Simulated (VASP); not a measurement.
# W (I4/mmm) in VASP: notebook, part 2 of 2

VASP 6.6.1.

## (3) Single point, PBEsol

Contents of INCAR:

```
PREC = Accurate
ENCUT = 520
EDIFF = 1E-7
ISMEAR = 0
SIGMA = 0.15
LREAL = False
LASPH = True
NELM = 80
ALGO = Fast
ISIF = 2
LWAVE = False
LCHARG = False
GGA = PS
NBANDS = 13
```

Contents of KPOINTS:

```
Automatic mesh
0
Gamma
  22 22 22
```

Contents of POSCAR:

```
W
1.0
    0.0000000000      1.9972523380      2.0971149549
    1.9972523380      0.0000000000      2.0971149549
    1.9972523380      1.9972523380      0.0000000000
W
1
Direct
    0.0000000000      0.0000000000      0.0000000000
```

Potentials or basis: VASP PAW PBE potentials, release 64 (W_sv).

Started as:

```
cat potpaw_PBE.64/W_sv/POTCAR > POTCAR
mpirun -np 1 vasp_std > vasp.out
```

OUTCAR:

```text
PREC = Accurate
   ENCUT = 520
   EDIFF = 1E-7
   ISMEAR = 0
   LREAL = False
   LASPH = True
   NELM = 80
   ISIF = 2
   GGA = PS

 ion  position               nearest neighbor table
   1  0.000  0.000  0.000-

  LATTYP: Found a body centered tetragonal cell.
 ALAT       =     2.8245413439
 C/A-ratio  =     1.4849242405

  Lattice vectors:

 A1 = (  -1.9972523380,   0.0000000000,   2.0971149549)
 A2 = (   1.9972523380,   0.0000000000,   2.0971149549)
 A3 = (   0.0000000000,   1.9972523380,  -2.0971149549)

Analysis of symmetry for initial positions (statically):
=====================================================================
 Subroutine PRICEL returns:
 Original cell was already a primitive cell.

 Routine SETGRP: Setting up the symmetry group for a
 body centered tetragonal supercell.

 Subroutine GETGRP returns: Found 16 space group operations
 (whereof 16 operations were pure point group operations)
 out of a pool of 16 trial point group operations.

The static configuration has the point symmetry D_4h.

Analysis of symmetry for dynamics (positions and initial velocities):
=====================================================================
 Subroutine PRICEL returns:
 Original cell was already a primitive cell.

 Routine SETGRP: Setting up the symmetry group for a
 body centered tetragonal supercell.

 Subroutine GETGRP returns: Found 16 space group operations
 (whereof 16 operations were pure point group operations)
 out of a pool of 16 trial point group operations.

The dynamic configuration has the point symmetry D_4h.

 Subroutine INISYM returns: Found 16 space group operations
 (whereof 16 operations are pure point group operations),
 and found     1 'primitive' translations

----------------------------------------------------------------------------------------

                                     Primitive cell

  volume of cell :      16.7309

  direct lattice vectors                    reciprocal lattice vectors
     0.000000000  1.997252338  2.097114955    -0.250343930  0.250343930  0.238422791
     1.997252338  0.000000000  2.097114955     0.250343930 -0.250343930  0.238422791
     1.997252338  1.997252338  0.000000000     0.250343930  0.250343930 -0.238422791

  length of vectors
     2.896015890  2.896015890  2.824541344     0.426836730  0.426836730  0.426836730

  position of ions in fractional coordinates (direct lattice)
     0.000000000  0.000000000  0.000000000

  ion indices of the primitive-cell ions
   primitive index   ion index
                 1           1

----------------------------------------------------------------------------------------

 KPOINTS: Automatic mesh

Automatic generation of k-mesh.
 Grid dimensions read from file:
 generate k-points for:   22   22   22

 Generating k-lattice:

  Cartesian coordinates                     Fractional coordinates (reciprocal lattice)
    -0.011379270  0.011379270  0.010837400     0.045454545  0.000000000  0.000000000
     0.011379270 -0.011379270  0.010837400     0.000000000  0.045454545  0.000000000
     0.011379270  0.011379270 -0.010837400    -0.000000000 -0.000000000  0.045454545

  Length of vectors
     0.019401670  0.019401670  0.019401670

  Shift w.r.t. Gamma in fractional coordinates (k-lattice)
     0.000000000  0.000000000  0.000000000

 Subroutine IBZKPT returns following result:
 ===========================================

 Found    834 irreducible k-points:

 Following reciprocal coordinates:
            Coordinates               Weight
  0.000000  0.000000  0.000000      1.000000
  0.045455  0.000000  0.000000      8.000000
  0.090909  0.000000  0.000000      8.000000
  0.136364  0.000000  0.000000      8.000000
  0.181818  0.000000  0.000000      8.000000
  0.227273  0.000000  0.000000      8.000000
[... 16 lines left out ...]
  0.500000  0.045455  0.000000      8.000000
 -0.454545  0.045455  0.000000      8.000000
 [... further k-points ...]
   k-points           NKPTS =    834   k-points in BZ     NKDIM =    834   number of bands    NBANDS=     13
   number of dos      NEDOS =    301   number of ions     NIONS =      1
   total plane-waves  NPLWV =  13824
   dimension x,y,z NGX =    24 NGY =   24 NGZ =   24
   dimension x,y,z NGXF=    48 NGYF=   48 NGZF=   48
   ions per type =               1
   NGX,Y,Z   is equivalent  to a cutoff of  13.78, 13.78, 14.13 a.u.
   NGXF,Y,Z  is equivalent  to a cutoff of  27.55, 27.55, 28.25 a.u.
 SYSTEM =  unknown system
   PREC   = accura    normal or accurate (medium, high low for compatibility)
   ISTART =      0    job   : 0-new  1-cont  2-samecut
   ICHARG =      2    charge: 1-file 2-atom 10-const
   ISPIN  =      1    spin polarized calculation?
   LNONCOLLINEAR =      F non collinear calculations
   LSORBIT =      F    spin-orbit coupling
   LASPH  =      T    aspherical Exc in radial PAW
   ENCUT  =  520.0 eV  38.22 Ry    6.18 a.u.   5.38  5.38  5.25*2*pi/ulx,y,z
   NELM   =     80;   NELMIN=  2; NELMDL= -5     # of ELM steps
   EDIFF  = 0.1E-06   stopping-criterion for ELM
   LREAL  =      F    real-space projection
   EDIFFG = 0.1E-05   stopping-criterion for IOM
   NSW    =      0    number of steps for IOM
   IBRION =     -1    ionic relax: 0-MD 1-quasi-New 2-CG
   NFREE  =      0    steps in history (QN), initial steepest desc. (CG)
   ISIF   =      2    stress and relaxation
   ISYM   =      2    0-nonsym 1-usesym 2-fastsym
   POTIM  = 0.5000    time-step for ionic-motion
   TEBEG  =    0.0;   TEEND  =   0.0 temperature during run
   PSTRESS=    0.0 pullay stress
   NELECT =      14.0000    total number of electrons
   NUPDOWN=      -1.0000    fix difference up-down
   EMIN   =  10.00;   EMAX   =-10.00  energy-range for DOS
   EFERMI =   0.00;   METHOD = LEGACY
   ISMEAR =     0;   SIGMA  =   0.15  broadening in eV -4-tet -1-fermi 0-gaus
   EFERMI_NEDOS =   21; number of points for ismear=-14 and -15
   IALGO  =     68    algorithm
   IMIX   =      4    mixing-type and parameters
     AMIX     =   0.40;   BMIX     =  1.00
     AMIX_MAG =   1.60;   BMIX_MAG =  1.00
  volume/ion in A,a.u.               =      16.73       112.91
  Fermi-wavevector in a.u.,A,eV,Ry     =   1.542688  2.915258 32.380324  2.379887
  Thomas-Fermi vector in A             =   2.648457
   LORBIT       =      0    0 simple, 1 ext, 2 COOP (PROOUT), +10 PAW based schemes
   GGA     = PS    functional components
   LHFCALC =     F    Hartree Fock is set to
   AEXX    =    0.0000 exact exchange contribution
   IVDW    =     0    specifies the selected vdW correction
   LEPSILON=     F    determine dielectric tensor
   LRPA    =     F    only Hartree local field effects (RPA)
 non-spin polarized calculation
 RMM-DIIS sequential band-by-band and
 Gauss-broadening in eV      SIGMA  =   0.15
  energy-cutoff  :      520.00
  volume of cell :       16.73
 maximum number of plane-waves:       467
 NGX is ok and might be reduce to    24
   NGX = 11   NGY = 11   NGZ = 11

 number of electron      14.0000002 magnetization

 Free energy of the ion-electron system (eV)
  ---------------------------------------------------
  ext. energy  EPLUGINS =         0.00000000
  ---------------------------------------------------
  free energy    TOTEN  =       -13.30993285 eV

  energy without entropy =      -13.29686487  energy(sigma->0) =      -13.30339886

 E-fermi :  10.1182     XC(G=0): -13.4493

 val. band max:       10.1160032593   @ k =  -0.3636   0.1364   0.0455
 cond. band min:      10.1193721554   @ k =   0.2273   0.0000   0.1364
 fundamental gap:      0.0033688961
 Fermi energy:        10.1182367139

 k-point     1 :       0.0000    0.0000    0.0000
  band No.  band energies     occupation
      1     -63.6215      2.00000
      2     -27.3003      2.00000
      3     -27.2536      2.00000
      4     -27.2536      2.00000
      5       1.1532      2.00000
      6       9.1022      2.00000
      7       9.7476      1.99952
      8       9.7476      1.99952
      9      12.0380      0.00000
     10      13.0074      0.00000
     11      22.8960      0.00000
     12      26.9632      0.00000
     13      28.4723      0.00000
[... 353 lines left out ...]
 k-point    24 :      -0.4545    0.0455    0.0000
  band No.  band energies     occupation
      1     -63.5233      2.00000
      2     -28.3357      2.00000
      3     -27.4824      2.00000
      4     -27.3621      2.00000
      5       4.6266      2.00000
      6       8.8933      2.00000
      7       9.7196      1.99983
      8      10.4362      0.00272
      9      14.6179      0.00000
     10      15.3545      0.00000
     11      20.0873      0.00000
     12      22.7124      0.00000
     13      28.2038      0.00000

 [... further k-points ...]
[... 5 lines left out ...]
  --------------------------------------------------------------------------------------
  -------------------------------------------------------------------------------------
  Total       -1.6578164     -1.6578164     -0.5182115      0.0000000      0.0000000      0.0000000
  in kB     -158.7555475   -158.7555475    -49.6248878      0.0000000      0.0000000      0.0000000
  external PRESSURE =    -122.3786609 kB  Pullay stress =       0.0000000 kB

 VOLUME and BASIS-vectors are now :
 -----------------------------------------------------------------------------
  energy-cutoff  :      520.00
  volume of cell :       16.73
      direct lattice vectors                 reciprocal lattice vectors
     0.000000000  1.997252338  2.097114955    -0.250343930  0.250343930  0.238422791
     1.997252338  0.000000000  2.097114955     0.250343930 -0.250343930  0.238422791
     1.997252338  1.997252338  0.000000000     0.250343930  0.250343930 -0.238422791

 POSITION                                       TOTAL-FORCE (eV/Angst)
 -----------------------------------------------------------------------------------
      0.00000      0.00000      0.00000         0.000000     -0.000000      0.000000
 -----------------------------------------------------------------------------------
    total drift:                                0.000000      0.000000      0.000000

  FREE ENERGIE OF THE ION-ELECTRON SYSTEM (eV)
  ---------------------------------------------------
  free  energy   TOTEN  =       -13.3099328518 eV

  energy  without entropy=      -13.2968648746  energy(sigma->0) =      -13.30339886
```

OSZICAR:

```text
N       E                     dE             d eps       ncg     rms          rms(c)
DAV:   1     0.845759551055E+02    0.84576E+02   -0.74822E+03 21750   0.122E+03
DAV:   2    -0.123173423578E+02   -0.96893E+02   -0.93268E+02 24294   0.316E+02
DAV:   3    -0.140196910913E+02   -0.17023E+01   -0.16938E+01 24039   0.403E+01
DAV:   4    -0.140272410137E+02   -0.75499E-02   -0.75495E-02 24344   0.297E+00
DAV:   5    -0.140273090677E+02   -0.68054E-04   -0.68054E-04 24134   0.266E-01    0.190E+01
RMM:   6    -0.134526721911E+02    0.57464E+00   -0.46936E-01 23576   0.623E+00    0.754E+00
RMM:   7    -0.133140043370E+02    0.13867E+00   -0.30282E-01 23692   0.496E+00    0.836E-01
RMM:   8    -0.133101919266E+02    0.38124E-02   -0.12119E-02 26864   0.118E+00    0.236E-01
RMM:   9    -0.133099401121E+02    0.25181E-03   -0.16973E-03 26407   0.483E-01    0.266E-02
RMM:  10    -0.133099373068E+02    0.28054E-05   -0.25006E-04 27708   0.192E-01    0.937E-03
RMM:  11    -0.133099318838E+02    0.54229E-05   -0.41504E-05 27959   0.776E-02    0.310E-03
RMM:  12    -0.133099328243E+02   -0.94047E-06   -0.97463E-06 28530   0.375E-02    0.133E-03
RMM:  13    -0.133099328036E+02    0.20694E-07   -0.15328E-06 25264   0.153E-02    0.149E-03
RMM:  14    -0.133099329142E+02   -0.11056E-06   -0.49594E-07 20953   0.797E-03    0.686E-04
RMM:  15    -0.133099328518E+02    0.62369E-07   -0.98007E-08 16626   0.360E-03
   1 F= -.13309933E+02 E0= -.13303399E+02  d E =-.130680E-01
```

It took 2.2 min on 1 thread of Intel Xeon Platinum 8259CL at 2.50GHz (Skylake/Cascade Lake), shared host; peak memory 0.28 GiB.

What came out:

| Quantity | Value |
| --- | --- |
| Free energy | -13.3099 eV |
| Pressure | -12.2 GPa |
| Band gap on the k mesh | zero (band 7 reaches 13.34 eV, above the bottom of band 8 at 9.66 eV) |

Stress tensor (GPa, compression positive):
```
-15.88   0.00   0.00
  0.00 -15.88   0.00
  0.00   0.00  -4.96
```

Caveat: the PAW data sets were made with another functional, which shifts forces and pressure a little; spin-orbit coupling is left out, which moves the levels of the heavy elements.
